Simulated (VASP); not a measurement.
Input of a VASP 6.6.1 run:

The input INCAR:

```
SYSTEM = Sc
  PREC = Accurate
  ENCUT = 520
  EDIFF = 1E-6
  ISMEAR = -1
  SIGMA = 0.08
  LREAL = .FALSE.
  LASPH = .TRUE.
  NELM = 100
  ALGO = Normal
  ISIF = 2
  LWAVE = .FALSE.
  LCHARG = .TRUE.
  GGA = PS
  LELF = .TRUE.
  LVHAR = .TRUE.
  NBANDS = 12
```

The input KPOINTS:

```
regular mesh
0
G
  14 14 14
  0 0 0
```

POSCAR

```
Sc
1.0
    0.0000000000      2.1146405322      2.1146405322
    2.1146405322      0.0000000000      2.1146405322
    2.1146405322      2.1146405322      0.0000000000
Sc
1
Direct
    0.0000000000      0.0000000000      0.0000000000
```

Potentials or basis: VASP PAW PBE potentials, release 64 (Sc_sv).

The run is started by

```sh
$ cat potpaw_PBE.64/Sc_sv/POTCAR > POTCAR
$ mpirun -np 1 vasp_std > vasp.out
```

Question: Predict the pressure.

Answer: 17.0 GPa.

Caveat: the PAW data sets were made with another functional, which shifts forces and pressure a little.
